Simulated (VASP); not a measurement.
## ZnF2: single point with PBE

Crystal: ZnF2.

```
CELL_PARAMETERS angstrom
4.65680 0.00000 0.00000
0.00000 4.65680 0.00000
0.00000 0.00000 3.10229
ATOMIC_POSITIONS crystal
Zn 0.00000 0.00000 0.00000
Zn 0.50000 0.50000 0.50000
F 0.30350 0.30350 0.00000
F 0.19650 0.80350 0.50000
F 0.69650 0.69650 0.00000
F 0.80350 0.19650 0.50000
```

* Program: VASP 6.6.1
* Task: single point
* Functional: PBE
* Potentials or basis: VASP PAW PBE potentials, release 64 (Zn, F)
* Cutoff: 600 eV
* k mesh: 6 × 6 × 8
* Occupations: fermi-dirac, width 0.1 eV
* Spin: no spin polarisation
* Dipole correction: no
* Further INCAR settings: ALGO = Normal; EDIFF = 1e-06; NBANDS = 35

| Quantity | Value |
| --- | --- |
| Pressure | 10.8 GPa |
| Largest force | 0.107 eV/Å |
| Band gap on the k mesh | 3.56 eV, direct |

Forces on the atoms (eV/Å):
```
Zn   0.000  0.000  0.000
Zn   0.000  0.000  0.000
F   -0.076 -0.076  0.000
F    0.076 -0.076  0.000
F    0.076  0.076  0.000
F   -0.076  0.076  0.000
```

Stress tensor (GPa, compression positive):
```
10.14  0.00  0.00
 0.00 10.14  0.00
 0.00  0.00 11.97
```

Levels at points of the mesh, in eV from the valence-band top:
| k point | band 24 | band 25 | band 26 | band 27 | band 28 | band 29 |
| --- | --- | --- | --- | --- | --- | --- |
| (0.00, 0.00, 0.00) | -0.37 | -0.37 | 0.00 | 3.56 | 9.55 | 9.68 |
| (0.50, 0.00, 0.00) | -0.68 | -0.47 | -0.47 | 6.21 | 6.21 | 10.61 |
| (0.50, 0.50, 0.00) | -1.38 | -0.39 | -0.39 | 7.19 | 7.19 | 9.23 |
| (0.00, 0.00, 0.50) | -1.33 | -1.29 | -1.29 | 8.43 | 8.43 | 12.07 |
| (0.50, 0.00, 0.50) | -1.44 | -0.08 | -0.08 | 8.98 | 8.98 | 10.43 |
| (0.50, 0.50, 0.50) | -1.29 | -0.84 | -0.84 | 8.27 | 8.27 | 11.51 |

It took 2.3 min on 1 thread of Intel(R) Xeon(R) Platinum 8259CL CPU @ 2.50GHz (Skylake/Cascade Lake), on a shared host, peak memory 0.26 GiB.

A k mesh can miss the band edges.
